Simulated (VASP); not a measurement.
Set up this calculation in VASP 6.6.1, as the native input.

```
Task                   : single point
Functional             : LDA
Potentials or basis    : VASP PAW LDA potentials, release 64 (Bi_d, Te)
Cutoff                 : 520 eV
k mesh                 : 10 × 10 × 10
Occupations            : fermi-dirac, width 0.08 eV
Spin                   : no spin polarisation
Dipole correction      : no
Further INCAR settings : ALGO = Normal; EDIFF = 1e-07; NBANDS = 18
```

The structure of BiTe lies in POSCAR:

```
BiTe
1.0
    0.0000000000      3.2241805212      3.2241805212
    3.2241805212      0.0000000000      3.2241805212
    3.2241805212      3.2241805212      0.0000000000
Bi Te
1 1
Direct
    0.0000000000      0.0000000000      0.0000000000
    0.5000000000      0.5000000000      0.5000000000
```

These files were run (other wordings do the same):

INCAR

```
PREC = Accurate
ENCUT = 520
EDIFF = 1E-7
ISMEAR = -1
SIGMA = 0.08
LREAL = False
LASPH = True
NELM = 100
ALGO = Normal
ISIF = 2
LWAVE = False
LCHARG = False
GGA = CA
NBANDS = 18
```

KPOINTS

```
regular mesh
0
Gamma
  10 10 10
```

Potentials or basis: VASP PAW LDA potentials, release 64 (Bi_d, Te).

Command:

```bash
$ cat potpaw_LDA.64/Bi_d/POTCAR potpaw_LDA.64/Te/POTCAR > POTCAR
$ mpirun -np 1 vasp_std > vasp.out
```

It gave:

* Pressure: -2.3 GPa
* Band gap on the k mesh: zero (an odd number of electrons rules out a gap without spin polarisation)

Caveat: spin-orbit coupling is left out, which moves the levels of the heavy elements.

Run time: 69 s on 1 thread of Intel Xeon 8259CL (shared host), peak memory 0.21 GiB.
